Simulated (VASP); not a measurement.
# CsCl (Pm-3m) in VASP: further runs

Aim: see how the results for CsCl move with the level of theory and the settings. Levels: r2SCAN, HSE06, PBE0. Tasks: single point.

Everything below comes from runs of VASP 6.6.1. Logs are shortened: lines on timing, memory, paths and dates and some standing lists are left out, and cuts for length are marked.

## Step 1: The cell of the first run

It takes space group Pm-3m (No. 221, cubic). The conventional cell has a = 4.137 Å, b = 4.137 Å, c = 4.137 Å, α = 90.00°, β = 90.00°, γ = 90.00°. Within 4.7 Å of Cs (site symmetry m-3m) lie 8 Cl at 3.58 Å and 6 Cs at 4.14 Å. Cl (site symmetry m-3m) has 8 Cs at 3.58 Å and 6 Cl at 4.14 Å within 4.7 Å.

## Step 2: Single point, r2SCAN

The input, POSCAR:

```
CsCl
1.0
    4.1368323970      0.0000000000      0.0000000000
    0.0000000000      4.1368323970      0.0000000000
    0.0000000000      0.0000000000      4.1368323970
Cs Cl
1 1
Direct
    0.0000000000      0.0000000000      0.0000000000
    0.5000000000      0.5000000000      0.5000000000
```

The input, INCAR.step1:

```
SYSTEM = CsCl
ALGO = Normal ; EDIFF = 1E-5
ENCUT = 550 ; GGA = PE
GGA_COMPAT = .False. ; ISMEAR = 0
LASPH = .True. ; LCHARG = .False.
LREAL = .False. ; LWAVE = .True.
NBANDS = 15 ; NELM = 120
PREC = Accurate ; SIGMA = 0.01
```

The input, INCAR.step2:

```
SYSTEM = CsCl
ALGO = Normal ; EDIFF = 1E-6
ENCUT = 550 ; GGA_COMPAT = .False.
ISIF = 2 ; ISMEAR = 0
ISTART = 1 ; LASPH = .True.
LCHARG = .True. ; LELF = .True.
LMIXTAU = .True. ; LREAL = .False.
LVHAR = .True. ; LWAVE = .False.
METAGGA = R2SCAN ; NBANDS = 15
NELM = 120 ; PREC = Accurate
SIGMA = 0.01
```

The input, KPOINTS:

```
k-points
0
Gamma
  4 4 4
  0 0 0
```

Potentials or basis: VASP PAW PBE potentials, release 64 (Cs_sv, Cl).

Command:

```
$ cat potpaw_PBE.64/Cs_sv/POTCAR potpaw_PBE.64/Cl/POTCAR > POTCAR
$ cp INCAR.step1 INCAR
$ mpirun -np 1 vasp_std > vasp.out
$ cp INCAR.step2 INCAR
$ mpirun -np 1 vasp_std > vasp.out
```

OUTCAR:

```text
SYSTEM = CsCl
   EDIFF = 1E-6
   ENCUT = 550
   ISIF = 2
   ISMEAR = 0
   ISTART = 1
   LASPH = .True.
   LREAL = .False.
   METAGGA = R2SCAN
   NELM = 120
   PREC = Accurate

 ion  position               nearest neighbor table
   1  0.000  0.000  0.000-
   2  0.500  0.500  0.500-

  LATTYP: Found a simple cubic cell.
 ALAT       =     4.1368323970

  Lattice vectors:

 A1 = (   4.1368323970,   0.0000000000,   0.0000000000)
 A2 = (   0.0000000000,   4.1368323970,   0.0000000000)
 A3 = (   0.0000000000,   0.0000000000,   4.1368323970)

Analysis of symmetry for initial positions (statically):
=====================================================================
 Subroutine PRICEL returns:
 Original cell was already a primitive cell.

 Routine SETGRP: Setting up the symmetry group for a
 simple cubic supercell.

 Subroutine GETGRP returns: Found 48 space group operations
 (whereof 48 operations were pure point group operations)
 out of a pool of 48 trial point group operations.

The static configuration has the point symmetry O_h .

Analysis of symmetry for dynamics (positions and initial velocities):
=====================================================================
 Subroutine PRICEL returns:
 Original cell was already a primitive cell.

 Routine SETGRP: Setting up the symmetry group for a
 simple cubic supercell.

 Subroutine GETGRP returns: Found 48 space group operations
 (whereof 48 operations were pure point group operations)
 out of a pool of 48 trial point group operations.

The dynamic configuration has the point symmetry O_h .

 Subroutine INISYM returns: Found 48 space group operations
 (whereof 48 operations are pure point group operations),
 and found     1 'primitive' translations

----------------------------------------------------------------------------------------

                                     Primitive cell

  volume of cell :      70.7952

  direct lattice vectors                    reciprocal lattice vectors
     4.136832397  0.000000000  0.000000000     0.241730847  0.000000000  0.000000000
     0.000000000  4.136832397  0.000000000     0.000000000  0.241730847  0.000000000
     0.000000000  0.000000000  4.136832397     0.000000000  0.000000000  0.241730847

  length of vectors
     4.136832397  4.136832397  4.136832397     0.241730847  0.241730847  0.241730847

  position of ions in fractional coordinates (direct lattice)
     0.000000000  0.000000000  0.000000000
     0.500000000  0.500000000  0.500000000

  ion indices of the primitive-cell ions
   primitive index   ion index
                 1           1
                 2           2

----------------------------------------------------------------------------------------

 KPOINTS: k-points

Automatic generation of k-mesh.
 Grid dimensions read from file:
 generate k-points for:    4    4    4

 Generating k-lattice:

  Cartesian coordinates                     Fractional coordinates (reciprocal lattice)
     0.060432712  0.000000000  0.000000000     0.250000000  0.000000000  0.000000000
     0.000000000  0.060432712  0.000000000     0.000000000  0.250000000  0.000000000
     0.000000000  0.000000000  0.060432712     0.000000000  0.000000000  0.250000000

  Length of vectors
     0.060432712  0.060432712  0.060432712

  Shift w.r.t. Gamma in fractional coordinates (k-lattice)
     0.000000000  0.000000000  0.000000000

 Subroutine IBZKPT returns following result:
 ===========================================

 Found     10 irreducible k-points:

 Following reciprocal coordinates:
            Coordinates               Weight
  0.000000  0.000000  0.000000      1.000000
  0.250000  0.000000  0.000000      6.000000
  0.500000  0.000000  0.000000      3.000000
  0.250000  0.250000  0.000000     12.000000
  0.500000  0.250000  0.000000     12.000000
  0.500000  0.500000  0.000000      3.000000
  0.250000  0.250000  0.250000      8.000000
  0.500000  0.250000  0.250000     12.000000
  0.500000  0.500000  0.250000      6.000000
  0.500000  0.500000  0.500000      1.000000
   k-points           NKPTS =     10   k-points in BZ     NKDIM =     10   number of bands    NBANDS=     15
   number of dos      NEDOS =    301   number of ions     NIONS =      2
   total plane-waves  NPLWV =  32768
   dimension x,y,z NGX =    32 NGY =   32 NGZ =   32
   dimension x,y,z NGXF=    64 NGYF=   64 NGZF=   64
   ions per type =               1   1
   NGX,Y,Z   is equivalent  to a cutoff of  12.86, 12.86, 12.86 a.u.
   NGXF,Y,Z  is equivalent  to a cutoff of  25.72, 25.72, 25.72 a.u.
 SYSTEM =  CsCl
   PREC   = accura    normal or accurate (medium, high low for compatibility)
   ISTART =      1    job   : 0-new  1-cont  2-samecut
   ICHARG =      0    charge: 1-file 2-atom 10-const
   ISPIN  =      1    spin polarized calculation?
   LNONCOLLINEAR =      F non collinear calculations
   LSORBIT =      F    spin-orbit coupling
   LASPH  =      T    aspherical Exc in radial PAW
   ENCUT  =  550.0 eV  40.42 Ry    6.36 a.u.   7.91  7.91  7.91*2*pi/ulx,y,z
   NELM   =    120;   NELMIN=  2; NELMDL=  0     # of ELM steps
   EDIFF  = 0.1E-05   stopping-criterion for ELM
   LREAL  =      F    real-space projection
   EDIFFG = 0.1E-04   stopping-criterion for IOM
   NSW    =      0    number of steps for IOM
   IBRION =     -1    ionic relax: 0-MD 1-quasi-New 2-CG
   NFREE  =      0    steps in history (QN), initial steepest desc. (CG)
   ISIF   =      2    stress and relaxation
   ISYM   =      2    0-nonsym 1-usesym 2-fastsym
   POTIM  = 0.5000    time-step for ionic-motion
   TEBEG  =    0.0;   TEEND  =   0.0 temperature during run
   PSTRESS=    0.0 pullay stress
   NELECT =      16.0000    total number of electrons
   NUPDOWN=      -1.0000    fix difference up-down
   EMIN   =  10.00;   EMAX   =-10.00  energy-range for DOS
   EFERMI =   0.00;   METHOD = LEGACY
   ISMEAR =     0;   SIGMA  =   0.01  broadening in eV -4-tet -1-fermi 0-gaus
   EFERMI_NEDOS =   21; number of points for ismear=-14 and -15
   IALGO  =     38    algorithm
   IMIX   =      4    mixing-type and parameters
     AMIX     =   0.40;   BMIX     =  1.00
     AMIX_MAG =   1.60;   BMIX_MAG =  1.00
  volume/ion in A,a.u.               =      35.40       238.87
  Fermi-wavevector in a.u.,A,eV,Ry     =   0.997195  1.884426 13.529613  0.994399
  Thomas-Fermi vector in A             =   2.129335
   LORBIT       =      0    0 simple, 1 ext, 2 COOP (PROOUT), +10 PAW based schemes
   METAGGA = R2SCAN    functional components
   LHFCALC =     F    Hartree Fock is set to
   AEXX    =    0.0000 exact exchange contribution
   IVDW    =     0    specifies the selected vdW correction
   LEPSILON=     F    determine dielectric tensor
   LRPA    =     F    only Hartree local field effects (RPA)
 non-spin polarized calculation
 Gauss-broadening in eV      SIGMA  =   0.01
  energy-cutoff  :      550.00
  volume of cell :       70.80
 maximum number of plane-waves:      2103
 NGX is ok and might be reduce to    32
   NGX = 15   NGY = 15   NGZ = 15

 number of electron      16.0000002 magnetization

 Free energy of the ion-electron system (eV)
  ---------------------------------------------------
  ext. energy  EPLUGINS =         0.00000000
  ---------------------------------------------------
  free energy    TOTEN  =       -35.52474354 eV

  energy without entropy =      -35.52474354  energy(sigma->0) =      -35.52474354

 E-fermi :  -0.6359     XC(G=0):  -8.6240

 val. band max:       -0.7405490612   @ k =   0.0000   0.0000   0.0000
 cond. band min:       5.1662503653   @ k =   0.0000   0.0000   0.0000
 fundamental gap:      5.9067994266
 Fermi energy:        -0.6359308745

 k-point     1 :       0.0000    0.0000    0.0000
  band No.  band energies     occupation
      1     -20.6417      2.00000
      2     -13.4552      2.00000
      3      -6.7574      2.00000
      4      -6.7574      2.00000
      5      -6.7574      2.00000
      6      -0.7405      2.00000
      7      -0.7405      2.00000
      8      -0.7405      2.00000
      9       5.1663      0.00000
     10       5.1663      0.00000
     11       5.2672      0.00000
     12       9.9695      0.00000
     13       9.9695      0.00000
     14       9.9695      0.00000
     15      13.1084      0.00000

 k-point     2 :       0.2500    0.0000    0.0000
  band No.  band energies     occupation
      1     -20.6001      2.00000
      2     -13.4756      2.00000
      3      -7.0361      2.00000
      4      -6.6893      2.00000
      5      -6.6893      2.00000
      6      -1.3619      2.00000
      7      -0.8516      2.00000
      8      -0.8516      2.00000
      9       5.5742      0.00000
     10       6.3181      0.00000
     11       6.7497      0.00000
     12       9.5952      0.00000
     13       9.5952      0.00000
     14      10.3076      0.00000
     15      10.7479      0.00000

 k-point     3 :       0.5000    0.0000    0.0000
  band No.  band energies     occupation
      1     -20.5577      2.00000
      2     -13.4997      2.00000
      3      -7.2783      2.00000
      4      -6.6182      2.00000
      5      -6.6182      2.00000
      6      -1.8712      2.00000
      7      -0.9685      2.00000
      8      -0.9685      2.00000
      9       6.2016      0.00000
     10       7.5170      0.00000
     11       8.8482      0.00000
     12       9.1474      0.00000
     13       9.4273      0.00000
     14       9.4273      0.00000
     15      10.7785      0.00000
[... 91 lines left out ...]
 k-point     9 :       0.5000    0.5000    0.2500
  band No.  band energies     occupation
      1     -20.4538      2.00000
      2     -13.3326      2.00000
      3      -7.4054      2.00000
      4      -7.4054      2.00000
      5      -6.9279      2.00000
      6      -1.4947      2.00000
      7      -1.4947      2.00000
      8      -1.3548      2.00000
      9       7.1065      0.00000
     10       7.5214      0.00000
     11       8.0575      0.00000
     12       8.0575      0.00000
     13      11.3275      0.00000
     14      11.3275      0.00000
     15      12.1828      0.00000

 k-point    10 :       0.5000    0.5000    0.5000
  band No.  band energies     occupation
      1     -20.4202      2.00000
      2     -13.2922      2.00000
      3      -7.2835      2.00000
      4      -7.2835      2.00000
      5      -7.2835      2.00000
      6      -1.8160      2.00000
      7      -1.8160      2.00000
      8      -1.8160      2.00000
      9       8.3960      0.00000
     10       8.3960      0.00000
     11       8.3960      0.00000
     12      10.5161      0.00000
     13      10.5161      0.00000
     14      10.5161      0.00000
     15      12.2945      0.00000

------------------------ aborting loop because EDIFF is reached ----------------------------------------

  FORCE on cell =-STRESS in cart. coord.  units (eV):
  Direction    XX          YY          ZZ          XY          YZ          ZX
  --------------------------------------------------------------------------------------
  -------------------------------------------------------------------------------------
  Total        0.0394096      0.0394096      0.0394096      0.0000000      0.0000000     -0.0000000
  in kB        0.8918860      0.8918860      0.8918860      0.0000000      0.0000000     -0.0000000
  external PRESSURE =       0.8918860 kB  Pullay stress =       0.0000000 kB

 VOLUME and BASIS-vectors are now :
 -----------------------------------------------------------------------------
  energy-cutoff  :      550.00
  volume of cell :       70.80
      direct lattice vectors                 reciprocal lattice vectors
     4.136832397  0.000000000  0.000000000     0.241730847  0.000000000  0.000000000
     0.000000000  4.136832397  0.000000000     0.000000000  0.241730847  0.000000000
     0.000000000  0.000000000  4.136832397     0.000000000  0.000000000  0.241730847

 POSITION                                       TOTAL-FORCE (eV/Angst)
 -----------------------------------------------------------------------------------
      0.00000      0.00000      0.00000         0.000000      0.000000      0.000000
      2.06842      2.06842      2.06842         0.000000      0.000000      0.000000
 -----------------------------------------------------------------------------------
    total drift:                                0.000000      0.000000     -0.000000

  FREE ENERGIE OF THE ION-ELECTRON SYSTEM (eV)
  ---------------------------------------------------
  free  energy   TOTEN  =       -35.5247435373 eV

  energy  without entropy=      -35.5247435373  energy(sigma->0) =      -35.52474354
```

It took 46 s on 1 thread of AMD EPYC 7R43 (Zen 3), shared host; peak memory 0.14 GiB.

What came out:

```yaml
Free_energy: -35.5247 eV
Pressure: 0.1 GPa
Band_gap_on_the_k_mesh: 5.91 eV
```

Caveat: the PAW data sets were made with another functional, which shifts forces and pressure a little; spin-orbit coupling is left out, which moves the levels of the heavy elements. A k mesh can miss the band edges.

## Step 3: Single point, HSE06

POSCAR is that of step 2.

The input, INCAR.step1:

```
PREC = Accurate
ENCUT = 400
EDIFF = 1E-5
ISMEAR = 0
SIGMA = 0.01
LREAL = False
LASPH = True
NELM = 120
ALGO = Normal
ISIF = 2
LWAVE = True
GGA = PE
NBANDS = 15
GGA_COMPAT = False
```

The input, INCAR.step2:

```
PREC = Accurate
ENCUT = 400
EDIFF = 1E-6
ISMEAR = 0
SIGMA = 0.01
LREAL = False
LASPH = True
NELM = 120
ALGO = Normal
ISIF = 2
LWAVE = False
LCHARG = True
GGA = PE
LHFCALC = True
HFSCREEN = 0.2079
PRECFOCK = Normal
LELF = True
LVHAR = True
ISTART = 1
NBANDS = 15
GGA_COMPAT = False
```

The input, KPOINTS:

```
Automatic mesh
0
Gamma
  4 4 4
```

Potentials or basis: VASP PAW PBE potentials, release 64 (Cs_sv, Cl).

Command:

```
$ cat potpaw_PBE.64/Cs_sv/POTCAR potpaw_PBE.64/Cl/POTCAR > POTCAR
$ cp INCAR.step1 INCAR
$ mpirun -np 1 vasp_std > vasp.out
$ cp INCAR.step2 INCAR
$ mpirun -np 1 vasp_std > vasp.out
```

OUTCAR:

```text
PREC = Accurate
   ENCUT = 400
   EDIFF = 1E-6
   ISMEAR = 0
   LREAL = False
   LASPH = True
   NELM = 120
   ISIF = 2
   GGA = PE
   LHFCALC = True
   HFSCREEN = 0.2079
   PRECFOCK = Normal
   ISTART = 1

 ion  position               nearest neighbor table
   1  0.000  0.000  0.000-
   2  0.500  0.500  0.500-

  LATTYP: Found a simple cubic cell.
 ALAT       =     4.1368323970

  Lattice vectors:

[... 356 lines left out ...]
     14      10.5691      0.00000
     15      12.8024      0.00000

------------------------ aborting loop because EDIFF is reached ----------------------------------------

  FORCE on cell =-STRESS in cart. coord.  units (eV):
  Direction    XX          YY          ZZ          XY          YZ          ZX
  --------------------------------------------------------------------------------------
  -------------------------------------------------------------------------------------
  Total        0.1993680      0.1993680      0.1993680      0.0000000     -0.0000000      0.0000000
  in kB        4.5119288      4.5119288      4.5119288      0.0000000     -0.0000000      0.0000000
  external PRESSURE =       4.5119288 kB  Pullay stress =       0.0000000 kB

 VOLUME and BASIS-vectors are now :
 -----------------------------------------------------------------------------
  energy-cutoff  :      400.00
  volume of cell :       70.80
      direct lattice vectors                 reciprocal lattice vectors
     4.136832397  0.000000000  0.000000000     0.241730847  0.000000000  0.000000000
     0.000000000  4.136832397  0.000000000     0.000000000  0.241730847  0.000000000
     0.000000000  0.000000000  4.136832397     0.000000000  0.000000000  0.241730847

 POSITION                                       TOTAL-FORCE (eV/Angst)
 -----------------------------------------------------------------------------------
      0.00000      0.00000      0.00000         0.000000      0.000000      0.000000
      2.06842      2.06842      2.06842         0.000000      0.000000      0.000000
 -----------------------------------------------------------------------------------
    total drift:                               -0.000000     -0.000000     -0.000000

  FREE ENERGIE OF THE ION-ELECTRON SYSTEM (eV)
  ---------------------------------------------------
  free  energy   TOTEN  =        -7.6255264969 eV

  energy  without entropy=       -7.6255264969  energy(sigma->0) =       -7.62552650
```

Wall time 6 min (1 thread of AMD EPYC 7R43 (Zen 3), shared host); peak memory 0.22 GiB.

Results:

| Item | Value |
| --- | --- |
| Free energy | -7.6255 eV |
| Pressure | 0.5 GPa |
| Band gap on the k mesh | 6.53 eV |

Caveat: the PAW data sets were made with another functional, which shifts forces and pressure a little; spin-orbit coupling is left out, which moves the levels of the heavy elements.

## Step 4: Single point, PBE0

POSCAR is that of step 3.

The input, INCAR.step1:

```
PREC = Accurate ; ENCUT = 400
EDIFF = 1E-5 ; ISMEAR = 0
SIGMA = 0.01 ; LREAL = False
LASPH = True ; NELM = 120
ALGO = Normal ; ISIF = 2
LWAVE = True ; LCHARG = False
NBANDS = 15 ; GGA = PE
GGA_COMPAT = False
```

The input, INCAR.step2:

```
PREC = Accurate ; ENCUT = 400
EDIFF = 1E-6 ; ISMEAR = 0
SIGMA = 0.01 ; LREAL = False
LASPH = True ; NELM = 120
ALGO = Normal ; ISIF = 2
LWAVE = False ; LCHARG = False
GGA = PE ; LHFCALC = True
AEXX = 0.25 ; PRECFOCK = Normal
NBANDS = 15 ; ISTART = 1
GGA_COMPAT = False
```

KPOINTS is that of step 3.

Command:

```
$ cat potpaw_PBE.64/Cs_sv/POTCAR potpaw_PBE.64/Cl/POTCAR > POTCAR
$ cp INCAR.step1 INCAR
$ mpirun -np 1 vasp_std > vasp.out
$ cp INCAR.step2 INCAR
$ mpirun -np 1 vasp_std > vasp.out
```

It took 5.9 min on 1 thread of AMD EPYC 7R43 (Zen 3), shared host; peak memory 0.13 GiB.

The run converged. Its results:

| Property | Result |
| --- | --- |
| Free energy | -8.1636 eV |
| Pressure | 0.3 GPa |
| Band gap on the k mesh | 7.26 eV |

Levels at points of the mesh, in eV from the valence-band top:
| k point | band 4 | band 5 | band 6 | band 7 | band 8 | band 9 | band 10 | band 11 | band 12 | band 13 |
| --- | --- | --- | --- | --- | --- | --- | --- | --- | --- | --- |
| (0.00, 0.00, 0.00) | -6.08 | -6.08 | 0.00 | 0.00 | 0.00 | 7.26 | 7.44 | 7.44 | 12.34 | 12.34 |
| (0.50, 0.00, 0.00) | -5.92 | -5.92 | -1.22 | -0.25 | -0.25 | 8.53 | 9.74 | 10.96 | 11.37 | 11.78 |
| (0.50, 0.50, 0.00) | -6.89 | -5.83 | -0.46 | -0.46 | -0.06 | 8.01 | 8.09 | 10.16 | 10.16 | 14.15 |
| (0.50, 0.50, 0.50) | -6.62 | -6.62 | -1.15 | -1.15 | -1.15 | 10.70 | 10.70 | 10.70 | 12.66 | 12.66 |

Caveat: the PAW data sets were made with another functional, which shifts forces and pressure a little; spin-orbit coupling is left out, which moves the levels of the heavy elements.

## Step 5: The runs side by side

| level | cutoff (eV) | grid for exact exchange (PRECFOCK) | share of exact exchange | screening parameter | gap on the mesh (eV) | pressure (GPa) |
| --- | --- | --- | --- | --- | --- | --- |
| r2SCAN | 550 | - | - | - | 5.91 | 0.1 |
| HSE06 | 400 | Normal | 0.25 | 0.2079 1/Å | 6.53 | 0.5 |
| PBE0 | 400 | Normal | 0.25 | - | 7.26 | 0.3 |

Alike in all rows: task single point; potentials or basis VASP PAW PBE potentials, release 64 (Cs_sv, Cl); no spin polarisation; cell as given; k mesh 4 × 4 × 4; smearing gaussian 0.01 eV.

On the cell as given the gap runs from 5.91 eV (r2SCAN) to 7.26 eV (PBE0). The pressure there spans 0.1 GPa (r2SCAN) to 0.5 GPa (HSE06); a positive pressure means that this level wants a larger cell, a negative one a smaller.

Caveats: the PAW data sets were made with another functional, which shifts forces and pressure a little; spin-orbit coupling is left out, which moves the levels of the heavy elements.

Absolute energies hang on the potentials; compare differences alone.
